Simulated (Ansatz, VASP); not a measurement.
# Two plane-wave programs on Si2Ge

Contents of INCAR:

```
SYSTEM = Si2Ge
PREC = Accurate
ENCUT = 520
EDIFF = 1E-6
ISMEAR = 0
SIGMA = 0.1
LREAL = .FALSE.
LASPH = .TRUE.
NELM = 80
ALGO = Normal
ISIF = 2
LWAVE = .FALSE.
LCHARG = .TRUE.
GGA = PE
LELF = .TRUE.
LVHAR = .TRUE.
NBANDS = 31
```

File KPOINTS:

```
regular mesh
0
G
  6 6 2
  0 0 0
```

File POSCAR:

```
Si2Ge
1.0
    3.6046080900      0.0000000000      0.0000000000
   -1.8023040500      3.1216821800      0.0000000000
    0.0000000000      0.0000000000      8.8294505500
Si Ge
4 2
Direct
    0.0000000000      0.0000000000      0.3750000000
    0.3333333300      0.6666666700      0.0416666700
    0.0000000000      0.0000000000      0.6250000000
    0.6666666700      0.3333333300      0.9583333300
    0.6666666700      0.3333333300      0.7083333300
    0.3333333300      0.6666666700      0.2916666700
```

Input for Ansatz:

```yaml
crystal:
  lattice:
    - [3.60460809, 0.0, 0.0]
    - [-1.80230405, 3.12168218, 0.0]
    - [0.0, 0.0, 8.82945055]
  atoms:
    - { symbol: Si, position: [0.0, 0.0, 0.375] }
    - { symbol: Si, position: [0.33333333, 0.66666667, 0.04166667] }
    - { symbol: Si, position: [0.0, 0.0, 0.625] }
    - { symbol: Si, position: [0.66666667, 0.33333333, 0.95833333] }
    - { symbol: Ge, position: [0.66666667, 0.33333333, 0.70833333] }
    - { symbol: Ge, position: [0.33333333, 0.66666667, 0.29166667] }
basis:
  ecutwfc: 420
kpoints:
  mp_grid: { grid: [6, 6, 2] }
hamiltonian:
  xc: pbe
scf:
  occupations: { method: gaussian, width: 0.1 }
  lower_state_search: "off"
output:
  forces: true
  stress: true
  eigenvalues: true
```

Alike in both runs: task single point; functional PBE; k mesh 6 × 6 × 2; occupations gaussian, width 0.1 eV; no spin polarisation.

```csv
,VASP,Ansatz
version,VASP 6.6.1,Ansatz 0.2.0
potentials or method,"VASP PAW PBE potentials, release 64 (Si, Ge_d), cutoff 520 eV","scalar-relativistic, plane waves, PAW"
valence electrons in the cell,44,44
```

|  | VASP | Ansatz | Ansatz less VASP |
| --- | --- | --- | --- |
| gap on the k mesh at the Fermi level (eV) | 0.23 | 0.23 | -0.003 |
| least direct gap on the mesh (eV) | 1.81 | 1.81 | -0.001 |
| rms of the force components (eV/Å) | 0.302 | 0.306 | +0.0045 |

Atom by atom the forces differ by 0.005 eV/Å (rms over components).
